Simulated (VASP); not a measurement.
# HgTe (Imm2) in VASP: further runs

The runs below take HgTe through single point, with PBE.

Program: VASP 6.6.1. These are calculated values, not measurements. Logs are shortened: lines on timing, memory, paths and dates and some standing lists are left out, and cuts for length are marked.

## (1) The cell of the first run

Symmetry: Imm2, No. 44, orthorhombic system. Conventional cell: a = 4.702 Å, b = 4.702 Å, c = 6.650 Å, α = 90.00°, β = 90.00°, γ = 90.00°. Hg (site symmetry mm2) has 4 Te at 2.77 to 3.00 Å within 3.7 Å. Te (site symmetry mm2) has 4 Hg at 2.77 to 3.00 Å within 3.7 Å.

## (2) Single point, PBE (mode 4 (96.6 1/cm) frozen in, largest displacement -0.120 Å)

Input file INCAR:

```
PREC = Accurate
ENCUT = 520
EDIFF = 1E-6
ISMEAR = 0
SIGMA = 0.15
LREAL = F
LASPH = T
NELM = 60
ALGO = Normal
ISIF = 2
LWAVE = F
LCHARG = F
GGA = PE
NBANDS = 16
```

Input file KPOINTS:

```
Automatic mesh
0
Gamma
  16 16 16
```

Input file POSCAR:

```
HgTe
1.0
    0.0000000000      3.3247980866      3.3247980866
    3.3247980866      0.0000000000      3.3247980866
    3.3247980866      3.3247980866      0.0000000000
Hg Te
1 1
Direct
    0.0114795018      0.0114795018     -0.0114795018
    0.7319537913      0.7319537913      0.7680462087
```

Potentials or basis: VASP PAW PBE potentials, release 64 (Hg, Te).

On the command line:

```sh
> cat potpaw_PBE.64/Hg/POTCAR potpaw_PBE.64/Te/POTCAR > POTCAR
> mpirun -np 1 vasp_std > vasp.out
```

OUTCAR:

```text
PREC = Accurate
   ENCUT = 520
   EDIFF = 1E-6
   ISMEAR = 0
   LREAL = F
   LASPH = T
   NELM = 60
   ISIF = 2
   GGA = PE

 ion  position               nearest neighbor table
   1  0.011  0.011  0.989-   2 2.77   2 2.77   2 3.00   2 3.00
   2  0.732  0.732  0.768-   1 2.77   1 2.77   1 3.00   1 3.00

  LATTYP: Found a face centered cubic cell.
 ALAT       =     6.6495961732

  Lattice vectors:

 A1 = (   0.0000000000,   3.3247980866,   3.3247980866)
 A2 = (   3.3247980866,   0.0000000000,   3.3247980866)
 A3 = (   3.3247980866,   3.3247980866,   0.0000000000)

Analysis of symmetry for initial positions (statically):
=====================================================================
 Subroutine PRICEL returns:
 Original cell was already a primitive cell.

 Routine SETGRP: Setting up the symmetry group for a
 face centered cubic supercell.

 Subroutine GETGRP returns: Found  4 space group operations
 (whereof  4 operations were pure point group operations)
 out of a pool of 48 trial point group operations.

The static configuration has the point symmetry C_2v.

Analysis of symmetry for dynamics (positions and initial velocities):
=====================================================================
 Subroutine PRICEL returns:
 Original cell was already a primitive cell.

 Routine SETGRP: Setting up the symmetry group for a
 face centered cubic supercell.

 Subroutine GETGRP returns: Found  4 space group operations
 (whereof  4 operations were pure point group operations)
 out of a pool of 48 trial point group operations.

The dynamic configuration has the point symmetry C_2v.

 Subroutine INISYM returns: Found  4 space group operations
 (whereof  4 operations are pure point group operations),
 and found     1 'primitive' translations

----------------------------------------------------------------------------------------

                                     Primitive cell

  volume of cell :      73.5065

  direct lattice vectors                    reciprocal lattice vectors
     0.000000000  3.324798087  3.324798087    -0.150385072  0.150385072  0.150385072
     3.324798087  0.000000000  3.324798087     0.150385072 -0.150385072  0.150385072
     3.324798087  3.324798087  0.000000000     0.150385072  0.150385072 -0.150385072

  length of vectors
     4.701974546  4.701974546  4.701974546     0.260474586  0.260474586  0.260474586

  position of ions in fractional coordinates (direct lattice)
     0.011479502  0.011479502  0.988520498
     0.731953791  0.731953791  0.768046209

  ion indices of the primitive-cell ions
   primitive index   ion index
                 1           1
                 2           2

----------------------------------------------------------------------------------------

 KPOINTS: Automatic mesh

Automatic generation of k-mesh.
 Grid dimensions read from file:
 generate k-points for:   16   16   16

 Generating k-lattice:

  Cartesian coordinates                     Fractional coordinates (reciprocal lattice)
    -0.009399067  0.009399067  0.009399067     0.062500000  0.000000000  0.000000000
     0.009399067 -0.009399067  0.009399067     0.000000000  0.062500000  0.000000000
     0.009399067  0.009399067 -0.009399067     0.000000000  0.000000000  0.062500000

  Length of vectors
     0.016279662  0.016279662  0.016279662

  Shift w.r.t. Gamma in fractional coordinates (k-lattice)
     0.000000000  0.000000000  0.000000000

 Subroutine IBZKPT returns following result:
 ===========================================

 Found    621 irreducible k-points:

 Following reciprocal coordinates:
            Coordinates               Weight
  0.000000  0.000000  0.000000      1.000000
  0.062500  0.000000  0.000000      4.000000
  0.000000  0.000000  0.062500      4.000000
  0.125000  0.000000  0.000000      4.000000
  0.000000  0.000000  0.125000      4.000000
  0.187500  0.000000  0.000000      4.000000
[... 16 lines left out ...]
  0.062500  0.062500 -0.062500      4.000000
  0.187500  0.062500  0.000000      4.000000
 [... further k-points ...]
   k-points           NKPTS =    621   k-points in BZ     NKDIM =    621   number of bands    NBANDS=     16
   number of dos      NEDOS =    301   number of ions     NIONS =      2
   total plane-waves  NPLWV =  46656
   dimension x,y,z NGX =    36 NGY =   36 NGZ =   36
   dimension x,y,z NGXF=    72 NGYF=   72 NGZF=   72
   ions per type =               1   1
   NGX,Y,Z   is equivalent  to a cutoff of  12.73, 12.73, 12.73 a.u.
   NGXF,Y,Z  is equivalent  to a cutoff of  25.46, 25.46, 25.46 a.u.
 SYSTEM =  unknown system
   PREC   = accura    normal or accurate (medium, high low for compatibility)
   ISTART =      0    job   : 0-new  1-cont  2-samecut
   ICHARG =      2    charge: 1-file 2-atom 10-const
   ISPIN  =      1    spin polarized calculation?
   LNONCOLLINEAR =      F non collinear calculations
   LSORBIT =      F    spin-orbit coupling
   LASPH  =      T    aspherical Exc in radial PAW
   ENCUT  =  520.0 eV  38.22 Ry    6.18 a.u.   8.74  8.74  8.74*2*pi/ulx,y,z
   NELM   =     60;   NELMIN=  2; NELMDL= -5     # of ELM steps
   EDIFF  = 0.1E-05   stopping-criterion for ELM
   LREAL  =      F    real-space projection
   EDIFFG = 0.1E-04   stopping-criterion for IOM
   NSW    =      0    number of steps for IOM
   IBRION =     -1    ionic relax: 0-MD 1-quasi-New 2-CG
   NFREE  =      0    steps in history (QN), initial steepest desc. (CG)
   ISIF   =      2    stress and relaxation
   ISYM   =      2    0-nonsym 1-usesym 2-fastsym
   POTIM  = 0.5000    time-step for ionic-motion
   TEBEG  =    0.0;   TEEND  =   0.0 temperature during run
   PSTRESS=    0.0 pullay stress
   NELECT =      18.0000    total number of electrons
   NUPDOWN=      -1.0000    fix difference up-down
   EMIN   =  10.00;   EMAX   =-10.00  energy-range for DOS
   EFERMI =   0.00;   METHOD = LEGACY
   ISMEAR =     0;   SIGMA  =   0.15  broadening in eV -4-tet -1-fermi 0-gaus
   EFERMI_NEDOS =   21; number of points for ismear=-14 and -15
   IALGO  =     38    algorithm
   IMIX   =      4    mixing-type and parameters
     AMIX     =   0.40;   BMIX     =  1.00
     AMIX_MAG =   1.60;   BMIX_MAG =  1.00
  volume/ion in A,a.u.               =      36.75       248.02
  Fermi-wavevector in a.u.,A,eV,Ry     =   1.024213  1.935482 14.272685  1.049013
  Thomas-Fermi vector in A             =   2.157988
   LORBIT       =      0    0 simple, 1 ext, 2 COOP (PROOUT), +10 PAW based schemes
   GGA     = PE    functional components
   LHFCALC =     F    Hartree Fock is set to
   AEXX    =    0.0000 exact exchange contribution
   IVDW    =     0    specifies the selected vdW correction
   LEPSILON=     F    determine dielectric tensor
   LRPA    =     F    only Hartree local field effects (RPA)
 non-spin polarized calculation
 Gauss-broadening in eV      SIGMA  =   0.15
  energy-cutoff  :      520.00
  volume of cell :       73.51
 maximum number of plane-waves:      2006
   NGX = 17   NGY = 17   NGZ = 17

 number of electron      18.0000000 magnetization

 Free energy of the ion-electron system (eV)
  ---------------------------------------------------
  ext. energy  EPLUGINS =         0.00000000
  ---------------------------------------------------
  free energy    TOTEN  =        -3.59985519 eV

  energy without entropy =       -3.59958546  energy(sigma->0) =       -3.59972033

 E-fermi :   2.3967     XC(G=0):  -8.3598

 val. band max:        2.3220666638   @ k =   0.0000   0.0000   0.0000
 cond. band min:       2.5331777584   @ k =   0.0625   0.0000   0.0000
 fundamental gap:      0.2111110946
 Fermi energy:         2.3967432099

 k-point     1 :       0.0000    0.0000    0.0000
  band No.  band energies     occupation
      1      -9.2192      2.00000
      2      -4.8390      2.00000
      3      -4.7081      2.00000
      4      -4.5574      2.00000
      5      -4.2750      2.00000
      6      -4.2391      2.00000
[... 8 lines left out ...]
     15      11.4770      0.00000
     16      11.6830      0.00000

 k-point     2 :       0.0625    0.0000    0.0000
  band No.  band energies     occupation
      1      -9.2012      2.00000
      2      -4.8347      2.00000
      3      -4.6991      2.00000
      4      -4.5533      2.00000
      5      -4.2755      2.00000
      6      -4.2405      2.00000
[... 8 lines left out ...]
     15      11.2327      0.00000
     16      11.2989      0.00000

 k-point     3 :       0.0000    0.0000    0.0625
  band No.  band energies     occupation
      1      -9.2041      2.00000
      2      -4.8345      2.00000
      3      -4.7044      2.00000
      4      -4.5517      2.00000
      5      -4.2752      2.00000
      6      -4.2382      2.00000
[... 8 lines left out ...]
     15      11.2318      0.00000
     16      11.3864      0.00000

 k-point     4 :       0.1250    0.0000    0.0000
  band No.  band energies     occupation
      1      -9.1491      2.00000
      2      -4.8202      2.00000
      3      -4.6724      2.00000
      4      -4.5420      2.00000
      5      -4.2764      2.00000
      6      -4.2445      2.00000
[... 8 lines left out ...]
     15      10.8811      0.00000
     16      10.9264      0.00000

 k-point     5 :       0.0000    0.0000    0.1250
  band No.  band energies     occupation
      1      -9.1605      2.00000
      2      -4.8218      2.00000
      3      -4.6935      2.00000
      4      -4.5327      2.00000
      5      -4.2759      2.00000
      6      -4.2351      2.00000
[... 8 lines left out ...]
     15      10.9220      0.00000
     16      11.0153      0.00000

 k-point     6 :       0.1875    0.0000    0.0000
  band No.  band energies     occupation
      1      -9.0691      2.00000
      2      -4.7917      2.00000
      3      -4.6280      2.00000
      4      -4.5268      2.00000
      5      -4.2758      2.00000
      6      -4.2499      2.00000
[... 8 lines left out ...]
     15      10.6581      0.00000
     16      10.7297      0.00000
[... 267 lines left out ...]
 k-point    21 :       0.0000    0.1250    0.0625
  band No.  band energies     occupation
      1      -9.1548      2.00000
      2      -4.8238      2.00000
      3      -4.6742      2.00000
      4      -4.5443      2.00000
      5      -4.2791      2.00000
      6      -4.2404      2.00000
[... 8 lines left out ...]
     15      10.5070      0.00000
     16      11.3446      0.00000

 k-point    22 :       0.0625    0.0000    0.1250
  band No.  band energies     occupation
      1      -9.1632      2.00000
      2      -4.8255      2.00000
      3      -4.6888      2.00000
      4      -4.5386      2.00000
      5      -4.2784      2.00000
      6      -4.2334      2.00000
[... 8 lines left out ...]
     15      10.5445      0.00000
     16      11.3966      0.00000

 k-point    23 :       0.0625    0.0625   -0.0625
  band No.  band energies     occupation
      1      -9.1626      2.00000
      2      -4.8184      2.00000
      3      -4.6947      2.00000
      4      -4.5337      2.00000
      5      -4.2715      2.00000
      6      -4.2439      2.00000
[... 8 lines left out ...]
     15      10.4933      0.00000
     16      11.4806      0.00000

 k-point    24 :       0.1875    0.0625    0.0000
  band No.  band energies     occupation
      1      -9.0909      2.00000
      2      -4.7982      2.00000
      3      -4.6513      2.00000
      4      -4.5202      2.00000
      5      -4.2694      2.00000
      6      -4.2515      2.00000
[... 8 lines left out ...]
     15      10.4574      0.00000
     16      11.1639      0.00000

 [... further k-points ...]
[... 5 lines left out ...]
  --------------------------------------------------------------------------------------
  -------------------------------------------------------------------------------------
  Total        0.3144219      0.3144219      0.1319727     -0.7166469      0.0000000      0.0000000
  in kB        6.8532651      6.8532651      2.8765287    -15.6203220      0.0000000      0.0000000
  external PRESSURE =       5.5276863 kB  Pullay stress =       0.0000000 kB

 VOLUME and BASIS-vectors are now :
 -----------------------------------------------------------------------------
  energy-cutoff  :      520.00
  volume of cell :       73.51
      direct lattice vectors                 reciprocal lattice vectors
     0.000000000  3.324798087  3.324798087    -0.150385072  0.150385072  0.150385072
     3.324798087  0.000000000  3.324798087     0.150385072 -0.150385072  0.150385072
     3.324798087  3.324798087  0.000000000     0.150385072  0.150385072 -0.150385072

 POSITION                                       TOTAL-FORCE (eV/Angst)
 -----------------------------------------------------------------------------------
      3.32480      3.32480      0.07633         0.000000      0.000000     -0.527795
      4.98720      4.98720      4.86720         0.000000      0.000000      0.527795
 -----------------------------------------------------------------------------------
    total drift:                               -0.000000     -0.000000      0.000050

  FREE ENERGIE OF THE ION-ELECTRON SYSTEM (eV)
  ---------------------------------------------------
  free  energy   TOTEN  =        -3.5998551938 eV

  energy  without entropy=       -3.5995854586  energy(sigma->0) =       -3.59972033
```

It took 7.7 min on 1 thread of Intel Xeon 6975P-C, shared host; peak memory 0.82 GiB.

Results:

```
Free energy   : -3.5999 eV
Pressure      : 0.6 GPa
Largest force : 0.528 eV/Å
```

Forces on the atoms (eV/Å):
```
Hg   0.000  0.000 -0.528
Te   0.000  0.000  0.528
```

Levels at points of the mesh, in eV from the Fermi level:
| k point | band 7 | band 8 | band 9 | band 10 | band 11 | band 12 |
| --- | --- | --- | --- | --- | --- | --- |
| (0.00, 0.00, 0.00) | -1.11 | -0.31 | -0.11 | -0.07 | 4.16 | 4.20 |
| (0.50, 0.00, 0.00) | -5.35 | -1.24 | -0.85 | 0.81 | 4.68 | 5.41 |
| (0.00, 0.00, 0.50) | -4.83 | -1.13 | -0.75 | 0.36 | 4.50 | 5.26 |
| (0.50, 0.50, 0.00) | -5.08 | -2.12 | -2.05 | 1.59 | 2.70 | 7.75 |
| (0.00, 0.50, 0.50) | -5.16 | -2.08 | -2.02 | 1.76 | 2.51 | 7.76 |

Caveat: the cell differs from its parent crystal (mode 4 (96.6 1/cm) frozen in, largest displacement -0.120 Å); spin-orbit coupling is left out, which moves the levels of the heavy elements.

## (3) Single point, PBE (mode 4 (96.6 1/cm) frozen in, largest displacement +0.090 Å)

Input file INCAR:

```
SYSTEM = HgTe
PREC = Accurate
ENCUT = 520
EDIFF = 1E-7
ISMEAR = 0
SIGMA = 0.15
LREAL = .False.
LASPH = .True.
NELM = 100
ALGO = Normal
ISIF = 2
LWAVE = .False.
LCHARG = .False.
GGA = PE
NBANDS = 16
```

Input file KPOINTS:

```
Automatic mesh
0
Gamma
  16 16 16
  0 0 0
```

Input file POSCAR:

```
HgTe
1.0
    0.0000000000      3.3247980866      3.3247980866
    3.3247980866      0.0000000000      3.3247980866
    3.3247980866      3.3247980866      0.0000000000
Hg Te
1 1
Direct
   -0.0086096263     -0.0086096263      0.0086096263
    0.7635346565      0.7635346565      0.7364653435
```

Potentials or basis: VASP PAW PBE potentials, release 64 (Hg, Te).

On the command line:

```sh
> cat potpaw_PBE.64/Hg/POTCAR potpaw_PBE.64/Te/POTCAR > POTCAR
> mpirun -np 1 vasp_std > vasp.out
```

OUTCAR:

```text
SYSTEM = HgTe
   PREC = Accurate
   ENCUT = 520
   EDIFF = 1E-7
   ISMEAR = 0
   LREAL = .False.
   LASPH = .True.
   NELM = 100
   ISIF = 2
   GGA = PE

 ion  position               nearest neighbor table
   1  0.991  0.991  0.009-   2 2.80   2 2.80   2 2.97   2 2.97
   2  0.764  0.764  0.736-   1 2.80   1 2.80   1 2.97   1 2.97

  LATTYP: Found a face centered cubic cell.
 ALAT       =     6.6495961732

  Lattice vectors:

 A1 = (   0.0000000000,   3.3247980866,   3.3247980866)
 A2 = (   3.3247980866,   0.0000000000,   3.3247980866)
 A3 = (   3.3247980866,   3.3247980866,   0.0000000000)
[... 624 lines left out ...]
      4      -4.5172      2.00000
      5      -4.2471      2.00000
      6      -4.2360      2.00000
[... 8 lines left out ...]
     15      10.3441      0.00000
     16      11.2064      0.00000

 [... further k-points ...]
[... 5 lines left out ...]
  --------------------------------------------------------------------------------------
  -------------------------------------------------------------------------------------
  Total        0.1877292      0.1877292      0.0841956      0.5310745      0.0000000      0.0000000
  in kB        4.0918207      4.0918207      1.8351611     11.5755124      0.0000000      0.0000000
  external PRESSURE =       3.3396008 kB  Pullay stress =       0.0000000 kB

 VOLUME and BASIS-vectors are now :
 -----------------------------------------------------------------------------
  energy-cutoff  :      520.00
  volume of cell :       73.51
      direct lattice vectors                 reciprocal lattice vectors
     0.000000000  3.324798087  3.324798087    -0.150385072  0.150385072  0.150385072
     3.324798087  0.000000000  3.324798087     0.150385072 -0.150385072  0.150385072
     3.324798087  3.324798087  0.000000000     0.150385072  0.150385072 -0.150385072

 POSITION                                       TOTAL-FORCE (eV/Angst)
 -----------------------------------------------------------------------------------
      3.32480      3.32480      6.59235         0.000000      0.000000      0.398543
      4.98720      4.98720      5.07720        -0.000000     -0.000000     -0.398543
 -----------------------------------------------------------------------------------
    total drift:                                0.000000      0.000000      0.000012

  FREE ENERGIE OF THE ION-ELECTRON SYSTEM (eV)
  ---------------------------------------------------
  free  energy   TOTEN  =        -3.6225917510 eV

  energy  without entropy=       -3.6222858490  energy(sigma->0) =       -3.62243880
```

OSZICAR:

```text
N       E                     dE             d eps       ncg     rms          rms(c)
DAV:   1     0.104050896011E+03    0.10405E+03   -0.79006E+03 19912   0.962E+02
DAV:   2    -0.320957190888E-01   -0.10408E+03   -0.97296E+02 23240   0.224E+02
DAV:   3    -0.379489917193E+01   -0.37628E+01   -0.37512E+01 24560   0.440E+01
DAV:   4    -0.383148382393E+01   -0.36585E-01   -0.36583E-01 29784   0.390E+00
DAV:   5    -0.383159597234E+01   -0.11215E-03   -0.11215E-03 26160   0.196E-01    0.645E+00
DAV:   6    -0.362951266620E+01    0.20208E+00   -0.39728E-01 23456   0.803E+00    0.525E+00
DAV:   7    -0.362304568524E+01    0.64670E-02   -0.89622E-02 23592   0.197E+00    0.207E+00
DAV:   8    -0.362252349465E+01    0.52219E-03   -0.87695E-03 22672   0.104E+00    0.466E-01
DAV:   9    -0.362254679461E+01   -0.23300E-04   -0.75824E-04 26128   0.300E-01    0.946E-02
DAV:  10    -0.362257745695E+01   -0.30662E-04   -0.91903E-05 24696   0.832E-02    0.479E-02
DAV:  11    -0.362259240847E+01   -0.14952E-04   -0.26911E-05 24752   0.343E-02    0.205E-02
DAV:  12    -0.362259178476E+01    0.62371E-06   -0.30878E-06 23128   0.109E-02    0.143E-02
DAV:  13    -0.362259175105E+01    0.33709E-07   -0.28066E-07 25824   0.283E-03
   1 F= -.36225918E+01 E0= -.36224388E+01  d E =-.305902E-03
```

It took 9 min on 1 thread of Intel Xeon 6975P-C, shared host; peak memory 0.82 GiB.

Results:

```yaml
Free_energy: -3.6226 eV
Pressure: 0.3 GPa
Largest_force: 0.399 eV/Å
Band_gap_on_the_k_mesh: zero (filled and empty bands touch)
```

Forces in eV/Å, atoms in the order of the input:
```
Hg   0.000  0.000  0.399
Te   0.000  0.000 -0.399
```

Caveat: the cell differs from its parent crystal (mode 4 (96.6 1/cm) frozen in, largest displacement +0.090 Å); spin-orbit coupling is left out, which moves the levels of the heavy elements.
